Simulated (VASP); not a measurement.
Crystal: BeTe.

```xyz
2
Lattice="0.0000 2.8065 2.8065 2.8065 0.0000 2.8065 2.8065 2.8065 0.0000" Properties=species:S:1:pos:R:3 pbc="T T T"
Te    4.2097    4.2097    4.2097
Be    0.0000    0.0000    0.0000
```

Base run:

| Quantity | Value |
| --- | --- |
| Program | VASP 6.6.1 |
| Functional | PBE exchange alone |
| Potentials or basis | VASP PAW PBE potentials, release 64 (Te, Be) |
| Cutoff | 520 eV |
| k mesh | 8 × 8 × 8 |
| Occupations | fermi-dirac, width 0.05 eV |
| Spin | no spin polarisation |

Its results: band gap on the k mesh 2.20 eV, indirect (least direct gap 3.68 eV); pressure 9.5 GPa.

Q: After a change of settings the same cell gave: band gap on the k mesh 2.31 eV, indirect (least direct gap 4.01 eV); pressure 1.7 GPa. Which change was it?
A. functional from PBE exchange alone to PBEsol; dispersion from none to D3(BJ)
B. functional from PBE exchange alone to LDA; potentials or basis from VASP PAW PBE potentials, release 64 (Te, Be) to VASP PAW LDA potentials, release 64 (Te, Be)
C. functional from PBE exchange alone to r2SCAN

A: C.

Caveats: spin-orbit coupling is left out, which moves the levels of the heavy elements; the PAW data sets were made with another functional, which shifts forces and pressure a little (some runs).
